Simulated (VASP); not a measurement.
# Bi in VASP: notebook

Bi is run at these levels: LDA; tasks: electric field gradients.

All numbers are computed with VASP 6.6.1; they aren't measurements. Logs are shortened: lines on timing, memory, paths and dates and some standing lists are left out, and cuts for length are marked.

## (1) The cell of the first run

The structure is trigonal, space group R-3m (No. 166). The conventional cell has a = 4.546 Å, b = 4.546 Å, c = 12.099 Å, α = 90.00°, β = 90.00°, γ = 120.00°. Within 4.1 Å of Bi (site symmetry 3m) lie 6 Bi at 3.09 to 3.56 Å.

## (2) Electric field gradients, LDA (zz strain of +2 %)

The input, INCAR:

```
PREC = Accurate ; ENCUT = 520
EDIFF = 1E-8 ; ISMEAR = -1
SIGMA = 0.03 ; LREAL = F
LASPH = T ; NELM = 80
ALGO = Normal ; ISIF = 2
LWAVE = F ; LCHARG = F
LEFG = T ; NBANDS = 22
```

The input, KPOINTS:

```
regular mesh
0
Gamma
  11 11 11
```

The input, POSCAR:

```
Bi
1.0
    2.2729996784      1.3123169762      4.0330800000
   -2.2729996784      1.3123169762      4.0330800000
    0.0000000000     -2.6246339523      4.0330800000
Bi
2
Direct
    0.2338900000      0.2338900000      0.2338900000
    0.7661100000      0.7661100000      0.7661100000
```

Potentials or basis: VASP PAW LDA potentials, release 64 (Bi_d).

Run with:

```sh
> cat potpaw_LDA.64/Bi_d/POTCAR > POTCAR
> mpirun -np 1 vasp_std > vasp.out
```

OUTCAR:

```text
PREC = Accurate
   ENCUT = 520
   EDIFF = 1E-8
   ISMEAR = -1
   LREAL = F
   LASPH = T
   NELM = 80
   ISIF = 2

 ion  position               nearest neighbor table
   1  0.234  0.234  0.234-   2 3.09   2 3.09   2 3.09   2 3.56   2 3.56   2 3.56
   2  0.766  0.766  0.766-   1 3.09   1 3.09   1 3.09   1 3.56   1 3.56   1 3.56

  LATTYP: Found a trigonal (rhomboedric) cell.
 ALAT       =     4.8119058252
 COS(alpha) =     0.5537332747

  Lattice vectors:

 A1 = (   2.2729996784,   1.3123169762,   4.0330800000)
 A2 = (  -2.2729996784,   1.3123169762,   4.0330800000)
 A3 = (   0.0000000000,  -2.6246339523,   4.0330800000)

Analysis of symmetry for initial positions (statically):
=====================================================================
 Subroutine PRICEL returns:
 Original cell was already a primitive cell.

 Routine SETGRP: Setting up the symmetry group for a
 trigonal (rhombohedral) supercell.

 Subroutine GETGRP returns: Found 12 space group operations
 (whereof 12 operations were pure point group operations)
 out of a pool of 12 trial point group operations.

The static configuration has the point symmetry D_3d.

Analysis of symmetry for dynamics (positions and initial velocities):
=====================================================================
 Subroutine PRICEL returns:
 Original cell was already a primitive cell.

 Routine SETGRP: Setting up the symmetry group for a
 trigonal (rhombohedral) supercell.

 Subroutine GETGRP returns: Found 12 space group operations
 (whereof 12 operations were pure point group operations)
 out of a pool of 12 trial point group operations.

The dynamic configuration has the point symmetry D_3d.

 Subroutine INISYM returns: Found 12 space group operations
 (whereof 12 operations are pure point group operations),
 and found     1 'primitive' translations

----------------------------------------------------------------------------------------

                                     Primitive cell

  volume of cell :      72.1816

  direct lattice vectors                    reciprocal lattice vectors
     2.272999678  1.312316976  4.033080000     0.219973634  0.127001837  0.082649819
    -2.272999678  1.312316976  4.033080000    -0.219973634  0.127001837  0.082649819
     0.000000000 -2.624633952  4.033080000     0.000000000 -0.254003674  0.082649819

  length of vectors
     4.811905825  4.811905825  4.811905825     0.267112072  0.267112072  0.267112072

  position of ions in fractional coordinates (direct lattice)
     0.233890000  0.233890000  0.233890000
     0.766110000  0.766110000  0.766110000

  ion indices of the primitive-cell ions
   primitive index   ion index
                 1           1
                 2           2

----------------------------------------------------------------------------------------

 KPOINTS: regular mesh

Automatic generation of k-mesh.
 Grid dimensions read from file:
 generate k-points for:   11   11   11

 Generating k-lattice:

  Cartesian coordinates                     Fractional coordinates (reciprocal lattice)
     0.019997603  0.011545622  0.007513620     0.090909091 -0.000000000 -0.000000000
    -0.019997603  0.011545622  0.007513620    -0.000000000  0.090909091 -0.000000000
     0.000000000 -0.023091243  0.007513620     0.000000000  0.000000000  0.090909091

  Length of vectors
     0.024282916  0.024282916  0.024282916

  Shift w.r.t. Gamma in fractional coordinates (k-lattice)
     0.000000000  0.000000000  0.000000000

 Subroutine IBZKPT returns following result:
 ===========================================

 Found    146 irreducible k-points:

 Following reciprocal coordinates:
            Coordinates               Weight
  0.000000  0.000000  0.000000      1.000000
  0.090909 -0.000000 -0.000000      6.000000
  0.181818 -0.000000 -0.000000      6.000000
  0.272727  0.000000 -0.000000      6.000000
  0.363636 -0.000000 -0.000000      6.000000
  0.454545 -0.000000 -0.000000      6.000000
[... 16 lines left out ...]
 -0.272727  0.181818  0.000000     12.000000
 -0.181818  0.181818  0.000000      6.000000
 [... further k-points ...]
   k-points           NKPTS =    146   k-points in BZ     NKDIM =    146   number of bands    NBANDS=     22
   number of dos      NEDOS =    301   number of ions     NIONS =      2
   total plane-waves  NPLWV =  46656
   dimension x,y,z NGX =    36 NGY =   36 NGZ =   36
   dimension x,y,z NGXF=    72 NGYF=   72 NGZF=   72
   ions per type =               2
   NGX,Y,Z   is equivalent  to a cutoff of  12.44, 12.44, 12.44 a.u.
   NGXF,Y,Z  is equivalent  to a cutoff of  24.88, 24.88, 24.88 a.u.
 SYSTEM =  unknown system
   PREC   = accura    normal or accurate (medium, high low for compatibility)
   ISTART =      0    job   : 0-new  1-cont  2-samecut
   ICHARG =      2    charge: 1-file 2-atom 10-const
   ISPIN  =      1    spin polarized calculation?
   LNONCOLLINEAR =      F non collinear calculations
   LSORBIT =      F    spin-orbit coupling
   LASPH  =      T    aspherical Exc in radial PAW
   ENCUT  =  520.0 eV  38.22 Ry    6.18 a.u.   8.95  8.95  8.95*2*pi/ulx,y,z
   NELM   =     80;   NELMIN=  2; NELMDL= -5     # of ELM steps
   EDIFF  = 0.1E-07   stopping-criterion for ELM
   LREAL  =      F    real-space projection
   EDIFFG = 0.1E-06   stopping-criterion for IOM
   NSW    =      0    number of steps for IOM
   IBRION =     -1    ionic relax: 0-MD 1-quasi-New 2-CG
   NFREE  =      0    steps in history (QN), initial steepest desc. (CG)
   ISIF   =      2    stress and relaxation
   ISYM   =      2    0-nonsym 1-usesym 2-fastsym
   POTIM  = 0.5000    time-step for ionic-motion
   TEBEG  =    0.0;   TEEND  =   0.0 temperature during run
   PSTRESS=    0.0 pullay stress
   NELECT =      30.0000    total number of electrons
   NUPDOWN=      -1.0000    fix difference up-down
   EMIN   =  10.00;   EMAX   =-10.00  energy-range for DOS
   EFERMI =   0.00;   METHOD = LEGACY
   ISMEAR =    -1;   SIGMA  =   0.03  broadening in eV -4-tet -1-fermi 0-gaus
   EFERMI_NEDOS =   21; number of points for ismear=-14 and -15
   IALGO  =     38    algorithm
   IMIX   =      4    mixing-type and parameters
     AMIX     =   0.40;   BMIX     =  1.00
     AMIX_MAG =   1.60;   BMIX_MAG =  1.00
  volume/ion in A,a.u.               =      36.09       243.55
  Fermi-wavevector in a.u.,A,eV,Ry     =   1.221724  2.308724 20.308193  1.492610
  Thomas-Fermi vector in A             =   2.356896
   LORBIT       =      0    0 simple, 1 ext, 2 COOP (PROOUT), +10 PAW based schemes
   GGA     = CA    functional components
   LHFCALC =     F    Hartree Fock is set to
   AEXX    =    0.0000 exact exchange contribution
   IVDW    =     0    specifies the selected vdW correction
   LEPSILON=     F    determine dielectric tensor
   LRPA    =     F    only Hartree local field effects (RPA)
 non-spin polarized calculation
  energy-cutoff  :      520.00
  volume of cell :       72.18
 maximum number of plane-waves:      1980
   NGX = 17   NGY = 17   NGZ = 17

 number of electron      29.9999998 magnetization

 Free energy of the ion-electron system (eV)
  ---------------------------------------------------
  ext. energy  EPLUGINS =         0.00000000
  ---------------------------------------------------
  free energy    TOTEN  =        -9.08646368 eV

  energy without entropy =       -9.08578869  energy(sigma->0) =       -9.08612618

 E-fermi :   5.7822     XC(G=0):  -9.6813

 val. band max:        5.7749378475   @ k =   0.3636   0.1818   0.1818
 cond. band min:       5.9060407695   @ k =   0.4545   0.0909   0.0909
 fundamental gap:      0.1311029220
 Fermi energy:         5.7822436071

 k-point     1 :       0.0000    0.0000    0.0000
  band No.  band energies     occupation
      1     -17.0380      2.00000
      2     -17.0380      2.00000
      3     -16.8925      2.00000
      4     -16.8925      2.00000
      5     -16.8803      2.00000
      6     -16.7199      2.00000
[... 14 lines left out ...]
     21      11.6903      0.00000
     22      11.7897      0.00000

 k-point     2 :       0.0909   -0.0000   -0.0000
  band No.  band energies     occupation
      1     -17.0325      2.00000
      2     -17.0307      2.00000
      3     -16.8901      2.00000
      4     -16.8881      2.00000
      5     -16.8766      2.00000
      6     -16.7233      2.00000
[... 14 lines left out ...]
     21      11.7670      0.00000
     22      12.4768      0.00000

 k-point     3 :       0.1818   -0.0000   -0.0000
  band No.  band energies     occupation
      1     -17.0169      2.00000
      2     -17.0094      2.00000
      3     -16.8842      2.00000
      4     -16.8757      2.00000
      5     -16.8651      2.00000
      6     -16.7344      2.00000
[... 14 lines left out ...]
     21      12.1220      0.00000
     22      13.8524      0.00000

 k-point     4 :       0.2727    0.0000   -0.0000
  band No.  band energies     occupation
      1     -16.9940      2.00000
      2     -16.9758      2.00000
      3     -16.8765      2.00000
      4     -16.8567      2.00000
      5     -16.8462      2.00000
      6     -16.7543      2.00000
[... 14 lines left out ...]
     21      12.8091      0.00000
     22      15.3794      0.00000

 k-point     5 :       0.3636   -0.0000   -0.0000
  band No.  band energies     occupation
      1     -16.9694      2.00000
      2     -16.9335      2.00000
      3     -16.8691      2.00000
      4     -16.8337      2.00000
      5     -16.8236      2.00000
      6     -16.7810      2.00000
[... 417 lines left out ...]
 k-point    22 :      -0.3636    0.1818    0.0000
  band No.  band energies     occupation
      1     -16.9789      2.00000
      2     -16.8646      2.00000
      3     -16.8534      2.00000
      4     -16.8475      2.00000
      5     -16.8177      2.00000
      6     -16.7915      2.00000
[... 14 lines left out ...]
     21      13.6829      0.00000
     22      15.8022      0.00000

 k-point    23 :      -0.2727    0.1818    0.0000
  band No.  band energies     occupation
      1     -16.9946      2.00000
      2     -16.8989      2.00000
      3     -16.8650      2.00000
      4     -16.8488      2.00000
      5     -16.8084      2.00000
      6     -16.7966      2.00000
[... 14 lines left out ...]
     21      14.5206      0.00000
     22      15.4162      0.00000

 k-point    24 :      -0.1818    0.1818    0.0000
  band No.  band energies     occupation
      1     -17.0091      2.00000
      2     -16.9422      2.00000
      3     -16.8732      2.00000
      4     -16.8641      2.00000
      5     -16.8236      2.00000
      6     -16.7765      2.00000
[... 14 lines left out ...]
     21      13.7329      0.00000
     22      14.3157      0.00000

 [... further k-points ...]

------------------------ aborting loop because EDIFF is reached ----------------------------------------

  FORCE on cell =-STRESS in cart. coord.  units (eV):
  Direction    XX          YY          ZZ          XY          YZ          ZX
  --------------------------------------------------------------------------------------
  -------------------------------------------------------------------------------------
  Total       -1.0903322     -1.0903322     -1.2237858      0.0000000     -0.0000000      0.0000000
  in kB      -24.2015516    -24.2015516    -27.1637548      0.0000000     -0.0000000      0.0000000
  external PRESSURE =     -25.1889527 kB  Pullay stress =       0.0000000 kB

 VOLUME and BASIS-vectors are now :
 -----------------------------------------------------------------------------
  energy-cutoff  :      520.00
  volume of cell :       72.18
      direct lattice vectors                 reciprocal lattice vectors
     2.272999678  1.312316976  4.033080000     0.219973634  0.127001837  0.082649819
    -2.272999678  1.312316976  4.033080000    -0.219973634  0.127001837  0.082649819
     0.000000000 -2.624633952  4.033080000     0.000000000 -0.254003674  0.082649819

 POSITION                                       TOTAL-FORCE (eV/Angst)
 -----------------------------------------------------------------------------------
      0.00000      0.00000      2.82989         0.000000     -0.000000     -0.064309
      0.00000      0.00000      9.26935         0.000000      0.000000      0.064309
 -----------------------------------------------------------------------------------
    total drift:                                0.000000     -0.000000      0.000000

  FREE ENERGIE OF THE ION-ELECTRON SYSTEM (eV)
  ---------------------------------------------------
  free  energy   TOTEN  =        -9.0864636802 eV

  energy  without entropy=       -9.0857886877  energy(sigma->0) =       -9.08612618

 Electric field gradients (V/A^2)
---------------------------------------------------------------------
 ion       V_xx      V_yy      V_zz      V_xy      V_xz      V_yz
---------------------------------------------------------------------
   1       9.113     9.113   -18.225    -0.000     0.000    -0.000
   2       9.113     9.113   -18.225    -0.000     0.000    -0.000
---------------------------------------------------------------------

 Electric field gradients after diagonalization (V/A^2)
 (convention: |V_zz| > |V_xx| > |V_yy|)
----------------------------------------------------------------------
 ion       V_xx      V_yy      V_zz     asymmetry (V_yy - V_xx)/ V_zz
----------------------------------------------------------------------
   1       9.113     9.113   -18.225       0.000
   2       9.113     9.113   -18.225       0.000
----------------------------------------------------------------------

           NMR quadrupolar parameters

 Cq : quadrupolar parameter    Cq=e*Q*V_zz/h
 eta: asymmetry parameters     (V_yy - V_xx)/ V_zz
 Q  : nuclear electric quadrupole moment in mb (millibarn)
----------------------------------------------------------------------
 ion       Cq(MHz)       eta       Q (mb)
----------------------------------------------------------------------
   1      -0.044       0.000       1.000
   2      -0.044       0.000       1.000
----------------------------------------------------------------------
```

It took 5.3 min on 1 thread of Intel Xeon 8259CL, shared host; peak memory 0.3 GiB.

Results:

```
Free energy                             : -9.0865 eV
Pressure                                : -2.5 GPa
Largest force                           : 0.064 eV/Å
Band gap on the k mesh                  : zero (bands 15 and 16 overlap by 0.09 eV)
Largest electric field gradient by atom : Bi -18.2 V/Å²
```

Forces on the atoms (eV/Å):
```
Bi   0.000  0.000 -0.064
Bi   0.000  0.000  0.064
```

Stress tensor (GPa, compression positive):
```
-2.42  0.00  0.00
 0.00 -2.42  0.00
 0.00  0.00 -2.72
```

Electric field gradients, principal values (V/Å²):
| atom | least | middle | greatest (by size) |
| --- | --- | --- | --- |
| 1 Bi | 9.113 | 9.113 | -18.225 |
| 2 Bi | 9.113 | 9.113 | -18.225 |

Caveat: the cell differs from its parent crystal (zz strain of +2 %); without QUAD_EFG the Cq values of the log hold for a quadrupole moment of 1 mb, not for the nuclei; spin-orbit coupling is left out, which moves the levels of the heavy elements.

[end of part 1 of 3]

The gap in the log of VASP goes by the Fermi energy; the results here count the filled bands.